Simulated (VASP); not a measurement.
A run of VASP 6.6.1 is set up as follows.

The input INCAR:

```
PREC = Accurate ; ENCUT = 520
EDIFF = 1E-6 ; ISMEAR = 0
SIGMA = 0.15 ; LREAL = F
LASPH = T ; NELM = 60
ALGO = Normal ; ISIF = 2
LWAVE = F ; LCHARG = F
GGA = PE ; NBANDS = 15
```

KPOINTS

```
regular mesh
0
Gamma
  24 24 24
```

POSCAR

```
TiC
1.0
    0.0000000000      1.8822217721      2.1664615241
    2.4507012761      0.0000000000      2.1664615241
    2.4507012761      1.8822217721      0.0000000000
Ti C
1 1
Direct
    0.0000000000      0.0000000000      0.0000000000
    0.5000000000      0.5000000000      0.5000000000
```

Potentials or basis: VASP PAW PBE potentials, release 64 (Ti_sv, C).

Run with:

```sh
$ cat potpaw_PBE.64/Ti_sv/POTCAR potpaw_PBE.64/C/POTCAR > POTCAR
$ mpirun -np 1 vasp_std > vasp.out
```

Task: Predict the band gap on the k mesh.

Result: Zero (bands 8 and 9 overlap by 2.35 eV).

Task: Predict the pressure.

Result: 30.1 GPa.

Stress tensor (GPa, compression positive):
```
-26.17   0.00   0.00
  0.00 110.25   0.00
  0.00   0.00   6.09
```

Caveat: the cell differs from its parent crystal (strain +0.1312 x Voigt [1, -1, 0, 0, 0, 0]); the cell stands under pressure.
